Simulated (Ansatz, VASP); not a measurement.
**One calculation of Pd, two programs**

```xyz
1
Lattice="2.5696 0.0000 0.0000 0.0000 2.5696 0.0000 0.0000 0.0000 2.5696" Properties=species:S:1:pos:R:3 pbc="T T T"
Pd    0.0000    0.0000    0.0000
```

Alike in both runs: task relaxation of cell and atoms; functional PBEsol; k mesh 22 × 22 × 22; occupations gaussian, width 0.1 eV; no spin polarisation.

```csv
,VASP,Ansatz
version,VASP 6.6.1,Ansatz 0.2.0
potentials or method,"VASP PAW PBE potentials, release 64 (Pd), cutoff 600 eV","scalar-relativistic, plane waves, PAW"
valence electrons in the cell,10,18
```

```tsv
	VASP	Ansatz	Ansatz less VASP
gap on the k mesh at the Fermi level, each at its own relaxed structure (eV)	none	none	-
relaxed volume (Å³/atom)	16.84	16.89	+0.047
relaxed cell length with the largest relative difference (Å)	2.563	2.566	+0.0024
```

VASP's potentials were made for PBE, not for PBEsol. A gap of «none» marks a metal or a gap that the smearing closes. VASP's potentials hold 10 valence electrons a cell and Ansatz's 18, so a difference there can come from the potentials and not from the codes.
